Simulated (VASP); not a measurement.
MnSb4:

```xyz
5
Lattice="3.0805 0.0000 0.0000 0.0000 3.0805 0.0000 0.0000 0.0000 14.9942" Properties=species:S:1:pos:R:3 pbc="T T T"
Sb    0.0000    0.0000   12.2905
Sb    0.0000    0.0000    9.0048
Sb    0.0000    0.0000    5.9894
Sb    0.0000    0.0000    2.7037
Mn    0.0000    0.0000    0.0000
```

Base run:

```yaml
Program: VASP 6.6.1
Functional: LDA
Potentials_or_basis: VASP PAW LDA potentials, release 64 (Sb, Mn_pv)
Cutoff: 520 eV
k_mesh: 9 × 9 × 2
Occupations: fermi-dirac, width 0.05 eV
Spin: collinear spin, ferromagnetic start
Starting_moments: "[0.0, 0.0, 0.0, 0.0, 4.0] μB"
Hubbard_terms: Mn d U = 4.0 eV
```

Its results: pressure -2.3 GPa; net moment 4.55 μB per cell; site moments Sb -0.02, +0.00; Mn +4.34 μB; largest force 0.351 eV/Å.

Q: The run is repeated on the same cell with these changes: hubbard terms from Mn d U = 4.0 eV to Mn d U = 1.0 eV; further incar settings from ALGO = Normal; EDIFF = 1e-06; NBANDS = 28 to ALGO = Normal; EDIFF = 1e-07; NBANDS = 28. What comes out?

A: Pressure -3.8 GPa; net moment 4.13 μB per cell; site moments Sb -0.03, +0.00; Mn +3.93 μB; largest force 0.052 eV/Å.

Caveats: a cell with one magnetic atom can't hold antiferromagnetic order, which such compounds often take; the U is typed as a test and isn't derived for this compound.
